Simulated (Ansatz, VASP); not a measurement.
C in VASP and in Ansatz

INCAR

```
SYSTEM = C
  PREC = Accurate
  ENCUT = 600
  EDIFF = 1E-6
  ISMEAR = 0
  SIGMA = 0.02
  LREAL = .False.
  LASPH = .True.
  NELM = 60
  ALGO = Normal
  ISIF = 3
  LWAVE = .False.
  LCHARG = .False.
  GGA = PE
  IBRION = 2
  NSW = 100
  EDIFFG = -0.01
```

Contents of KPOINTS:

```
regular mesh
0
Gamma
  12 12 2
  0 0 0
```

Contents of POSCAR:

```
C
1.0
    2.5161055004      0.0000000000      0.0000000000
   -1.2580527502      2.1790112820      0.0000000000
    0.0000000000      0.0000000000     12.4835207959
C
12
Direct
    0.0000000000      0.0000000000      0.6046647595
    0.0000000000      0.0000000000      0.2697814916
    0.6666666667      0.3333333333      0.4372782732
    0.6666666667      0.3333333333      0.7718673020
    0.6666666667      0.3333333333      0.1044501461
    0.3333333333      0.6666666667      0.9371574869
    0.0000000000      0.0000000000      0.3953352405
    0.0000000000      0.0000000000      0.7302185084
    0.6666666667      0.3333333333      0.2281326980
    0.6666666667      0.3333333333      0.5627217268
    0.6666666667      0.3333333333      0.8955498539
    0.3333333333      0.6666666667      0.0628425131
```

Input for Ansatz:

```yaml
crystal:
  lattice:
    - [2.5161055004, 0.0, 0.0]
    - [-1.2580527502, 2.179011282, 0.0]
    - [0.0, 0.0, 12.4835207959]
  atoms:
    - { symbol: C, position: [0.0, 0.0, 0.6046647595] }
    - { symbol: C, position: [0.0, 0.0, 0.2697814916] }
    - { symbol: C, position: [0.6666666667, 0.3333333333, 0.4372782732] }
    - { symbol: C, position: [0.6666666667, 0.3333333333, 0.771867302] }
    - { symbol: C, position: [0.6666666667, 0.3333333333, 0.1044501461] }
    - { symbol: C, position: [0.3333333333, 0.6666666667, 0.9371574869] }
    - { symbol: C, position: [0.0, 0.0, 0.3953352405] }
    - { symbol: C, position: [0.0, 0.0, 0.7302185084] }
    - { symbol: C, position: [0.6666666667, 0.3333333333, 0.228132698] }
    - { symbol: C, position: [0.6666666667, 0.3333333333, 0.5627217268] }
    - { symbol: C, position: [0.6666666667, 0.3333333333, 0.8955498539] }
    - { symbol: C, position: [0.3333333333, 0.6666666667, 0.0628425131] }
basis:
  ecutwfc: 420
kpoints:
  mp_grid: { grid: [12, 12, 2] }
hamiltonian:
  xc: pbe
scf:
  occupations: { method: gaussian, width: 0.02 }
output:
  forces: true
  stress: true
  eigenvalues: true
relax:
  adjacent_minimum: "off"
  f_tol: 0.01
  max_steps: 80
  cell: { stress_tol: 0.05 }
```

Alike in both runs: task relaxation of cell and atoms; functional PBE; k mesh 12 × 12 × 2; occupations gaussian, width 0.02 eV; no spin polarisation.

```csv
,VASP,Ansatz
version,VASP 6.6.1,Ansatz 0.2.0
potentials or method,"VASP PAW PBE potentials, release 64 (C), cutoff 600 eV","scalar-relativistic, plane waves, PAW"
valence electrons in the cell,48,48
```

```tsv
	VASP	Ansatz	Ansatz less VASP
gap on the k mesh at the Fermi level, each at its own relaxed structure (eV)	4.24	4.25	+0.011
relaxed volume (Å³/atom)	5.70	5.70	0.000
relaxed cell length with the largest relative difference (Å)	12.484	12.485	+0.0010
```
